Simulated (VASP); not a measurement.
Runs of VASP 6.6.1 on MgB2. The structure is that of space group P6/mmm (No. 191), or close to it. The cells are those of the table. 

```tsv
task	cell	k mesh	cutoff (eV)	smearing	k mesh for the DOS	occupations for the DOS	gap on the mesh (eV)	pressure (GPa)
single point	a = 3.073, b = 3.073, c = 3.532 Å, angles 90.0, 90.0, 120.0°, 3 atoms	15 × 15 × 12	520	gaussian 0.1 eV	-	-	none	-0.3
single point	a = 3.085, b = 3.085, c = 3.523 Å, angles 90.0, 90.0, 120.0°, 3 atoms	6 × 6 × 6	520	gaussian 0.1 eV	-	-	none	-1.2
relaxation of shape and atoms at fixed volume	relaxed from a = 3.103, b = 3.103, c = 3.567 Å, angles 90.0, 90.0, 120.0°, 3 atoms	15 × 15 × 12	600	gaussian 0.1 eV	-	-	none	-4.3
single point	a = 3.043, b = 3.043, c = 3.461 Å, angles 90.0, 90.0, 120.0°, 3 atoms	15 × 15 × 12	520	fermi-dirac 0.1 eV	-	-	none	(a)
relaxation of shape and atoms at fixed volume	relaxed from a = 3.127, b = 3.127, c = 3.616 Å, angles 90.0, 90.0, 120.0°, 3 atoms	15 × 15 × 12	600	gaussian 0.1 eV	-	-	none	-7.8
```

Alike in all rows: level PBE; potentials or basis VASP PAW PBE potentials, release 64 (Mg, B); no spin polarisation.

Q: Estimate the missing entries.

A: (a) 5.9.

Caveats: some runs use coarse meshes.

A gap of «none» marks levels without a gap at the run's occupations.
